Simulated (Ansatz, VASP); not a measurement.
## One calculation of Ag, two programs

File INCAR:

```
PREC     = Accurate       # precision mode
ENCUT    = 520            # plane-wave cutoff, eV
EDIFF    = 1E-6           # SCF threshold, eV
ISMEAR   = -1             # smearing method
SIGMA    = 0.1            # smearing width, eV
LREAL    = False          # projectors in reciprocal space
LASPH    = True           # aspherical terms in the spheres
NELM     = 80             # most SCF steps
ALGO     = Normal         # electronic algorithm
ISIF     = 2              # what is computed and relaxed
LWAVE    = False          # write WAVECAR
LCHARG   = False          # write CHGCAR
GGA      = PE             # functional
NBANDS   = 18             # bands
```

KPOINTS

```
Automatic mesh
0
Gamma
  14 14 14
```

Contents of POSCAR:

```
Ag
1.0
    0.0000000000      3.1069243572      3.1069243572
    3.1069243572      0.0000000000      3.1069243572
    3.1069243572      3.1069243572      0.0000000000
Ag
2
Direct
    0.1250000000      0.1250000000      0.1250000000
    0.8750000000      0.8750000000      0.8750000000
```

Input for Ansatz:

```yaml
crystal:
  lattice:
    - [0.0, 3.1069243572, 3.1069243572]
    - [3.1069243572, 0.0, 3.1069243572]
    - [3.1069243572, 3.1069243572, 0.0]
  atoms:
    - { symbol: Ag, position: [0.125, 0.125, 0.125] }
    - { symbol: Ag, position: [0.875, 0.875, 0.875] }
hamiltonian:
  xc: pbe
  pseudopotentials:
    kind: paw
    azcp:
      Ag: "pseudopotentials/Ag.paw.azcp"
basis:
  ecutwfc: 420
  fft_grid_basis: typed
kpoints:
  mp_grid: { grid: [14, 14, 14], shift: [0, 0, 0] }
magnetization:
  spin_polarized: false
scf:
  occupations: { method: fermi_dirac, width: 0.1 }
output:
  stress: true
```

Alike in both runs: task single point; functional PBE; k mesh 14 × 14 × 14; occupations fermi-dirac, width 0.1 eV; no spin polarisation.

|  | VASP | Ansatz |
| --- | --- | --- |
| version | VASP 6.6.1 | Ansatz 0.2.0 |
| potentials or method | VASP PAW PBE potentials, release 64 (Ag), cutoff 520 eV | plane waves (420 eV) with PAW, scalar-relativistic |
| valence electrons in the cell | 22 | 38 |

Ansatz gave:

```
pressure (GPa) : 0.1
```

Question: Estimate VASP's values.

Answer: Pressure (GPa): 0.0.

The functional is the same, so the differences come from potentials, cutoffs and numerics. VASP's potentials hold 22 valence electrons a cell and Ansatz's 38, so a difference there can come from the potentials and not from the codes.
